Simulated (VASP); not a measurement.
Set up this calculation in VASP 6.6.1, as the native input.

```yaml
Task: single point
Functional: r2SCAN
Potentials_or_basis: VASP PAW PBE potentials, release 64 (Ba_sv, Ti_sv, O)
Cutoff: 520 eV
k_mesh: 6 × 6 × 6
Occupations: gaussian, width 0.01 eV
Spin: no spin polarisation
Dipole_correction: no
Further_INCAR_settings: ALGO = Normal; EDIFF = 1e-06; NBANDS = 28
```

The system is BaTiO3.

```
Ba Ti O
1.0
     4.13092    0.00000    0.00000
     0.00000    4.13092    0.00000
     0.00000    0.00000    3.93685
Ba Ti O
1 1 3
Cartesian
  2.0655 2.0655 2.2751
  0.0000 0.0000 0.3544
  0.0000 2.0655 0.2637
  2.0655 0.0000 0.2637
  0.0000 0.0000 2.1971
```

This cell differs from its parent crystal: epitaxial xy strain +4.0%.

The input as run:

POSCAR

```
BaTiO3
1.0
    4.1309223057      0.0000000000      0.0000000000
    0.0000000000      4.1309223057      0.0000000000
    0.0000000000      0.0000000000      3.9368454512
Ba Ti O
1 1 3
Direct
    0.5000000000      0.5000000000      0.5779064434
    0.0000000000      0.0000000000      0.0900310560
    0.0000000000      0.5000000000      0.0669809355
    0.5000000000      0.0000000000      0.0669809355
    0.0000000000      0.0000000000      0.5580976195
```

INCAR.step1

```
SYSTEM = BaTiO3
PREC = Accurate
ENCUT = 520
ISMEAR = 0
SIGMA = 0.01
LREAL = .False.
LASPH = .True.
NELM = 80
NBANDS = 28
GGA = PE
ALGO = Normal
EDIFF = 1E-4
LWAVE = .True.
LCHARG = .False.
```

INCAR.step2

```
SYSTEM = BaTiO3
PREC = Accurate
ENCUT = 520
EDIFF = 1E-6
ISMEAR = 0
SIGMA = 0.01
LREAL = .False.
LASPH = .True.
NELM = 80
ALGO = Normal
ISIF = 2
LWAVE = .False.
LCHARG = .False.
METAGGA = R2SCAN
LMIXTAU = .True.
NBANDS = 28
ISTART = 1
```

KPOINTS

```
Automatic mesh
0
Gamma
  6 6 6
  0 0 0
```

Potentials or basis: VASP PAW PBE potentials, release 64 (Ba_sv, Ti_sv, O).

Command:

```console
$ cat potpaw_PBE.64/Ba_sv/POTCAR potpaw_PBE.64/Ti_sv/POTCAR potpaw_PBE.64/O/POTCAR > POTCAR
$ cp INCAR.step1 INCAR
$ mpirun -np 1 vasp_std > vasp.out
$ cp INCAR.step2 INCAR
$ mpirun -np 1 vasp_std > vasp.out
```

Results of the run:

```
Pressure               : -5.2 GPa
Largest force          : 0.132 eV/Å
Band gap on the k mesh : 2.05 eV (least direct gap 2.32 eV)
```

Caveat: the cell differs from its parent crystal (epitaxial xy strain +4.0%); the stress differs along the axes, from -9 to 2 GPa; the PAW data sets were made with another functional, which shifts forces and pressure a little; spin-orbit coupling is left out, which moves the levels of the heavy elements.

Run time: 5.1 min on 1 thread of Intel Xeon 8259CL, with other jobs on the host, peak memory 0.23 GiB.
